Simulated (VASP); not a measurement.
Input of a VASP 6.6.1 run:

The input INCAR:

```
SYSTEM = AlN
PREC = Accurate ; ENCUT = 520
EDIFF = 1E-7 ; ISMEAR = 0
SIGMA = 0.02 ; LREAL = .FALSE.
LASPH = .TRUE. ; NELM = 80
ALGO = Normal ; ISIF = 2
LWAVE = .FALSE. ; LCHARG = .FALSE.
GGA = PE ; NBANDS = 11
```

File KPOINTS:

```
Automatic mesh
0
G
  10 10 10
  0 0 0
```

POSCAR

```
AlN
1.0
    0.0000000000      2.0455654327      2.0455654327
    2.0455654327      0.0000000000      2.0455654327
    2.0455654327      2.0455654327      0.0000000000
Al N
1 1
Direct
    0.5000000000      0.5000000000      0.5000000000
    0.0000000000      0.0000000000      0.0000000000
```

Potentials or basis: VASP PAW PBE potentials, release 64 (Al, N).

Command:

```bash
$ cat potpaw_PBE.64/Al/POTCAR potpaw_PBE.64/N/POTCAR > POTCAR
$ mpirun -np 1 vasp_std > vasp.out
```

(1) Estimate the band gap on the k mesh.

(2) What does it give for the pressure?

Results:

(1) 4.27 eV, indirect (least direct gap 5.18 eV).

(2) -4.0 GPa.
